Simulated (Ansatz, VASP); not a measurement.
# Two plane-wave programs on C

```xyz
4
Lattice="2.4996 0.0000 0.0000 -1.2498 2.1647 0.0000 0.0000 0.0000 4.1190" Properties=species:S:1:pos:R:3 pbc="T T T"
C     0.0000    1.4431   -0.0011
C     1.2498    0.7216    2.0584
C     0.0000    1.4431    1.5416
C     1.2498    0.7216    3.6011
```

Change from the starting cell: strained cell.

Alike in both runs: functional PBEsol; k mesh 9 × 9 × 6; occupations gaussian, width 0.02 eV; no spin polarisation.

Ansatz relaxed the structure, and its values are those at the end. VASP's run is a single point on that final structure, the one shown.

|  | VASP | Ansatz |
| --- | --- | --- |
| version | VASP 6.6.1 | Ansatz 0.2.0 |
| potentials or method | VASP PAW PBE potentials, release 64 (C_h), cutoff 910 eV | scalar-relativistic, plane waves, PAW |
| valence electrons in the cell | 16 | 16 |

|  | VASP | Ansatz | Ansatz less VASP |
| --- | --- | --- | --- |
| gap on the k mesh at the Fermi level (eV) | 3.03 | 3.05 | +0.014 |
| least direct gap on the mesh (eV) | 4.81 | 4.81 | +0.002 |

VASP's potentials were made for PBE, not for PBEsol, and Ansatz warns of the same on its side. Ansatz's warnings: stress scf threshold loose.

Noted on VASP's run: the cutoff is short for stress, so the pressure is rough.
